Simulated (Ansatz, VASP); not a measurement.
**One calculation of Si2Mo, two programs**

```
CELL_PARAMETERS angstrom
-1.58706 1.58706 3.88878
1.58706 -1.58706 3.88878
1.58706 1.58706 -3.88878
ATOMIC_POSITIONS crystal
Mo 0.00000 0.00000 0.00000
Si 0.33523 0.33523 0.00000
Si 0.66477 0.66477 0.00000
```

Alike in both runs: functional LDA; k mesh 15 × 15 × 15; occupations fermi-dirac, width 0.05 eV; no spin polarisation.

Ansatz relaxed the structure, and its values are those at the end. VASP's run is a single point on that final structure, the one shown.

```csv
,VASP,Ansatz
version,VASP 6.6.1,Ansatz 0.2.0
potentials or method,"VASP PAW LDA potentials, release 64 (Mo_sv, Si)","PAW with Ansatz's default frozen-core files, scalar-relativistic"
plane-wave cutoff (eV),520,420
valence electrons in the cell,22,22
```

Ansatz gave:

```
pressure (GPa)                     : 0.0
rms of the force components (eV/Å) : 0.000
```

Problem. Which values does VASP return?

Solution. Pressure (GPa): 0.7; rms of the force components (eV/Å): 0.006.

LDA's correlation is that of Perdew and Zunger in VASP and of Perdew and Wang (1992) in Ansatz.
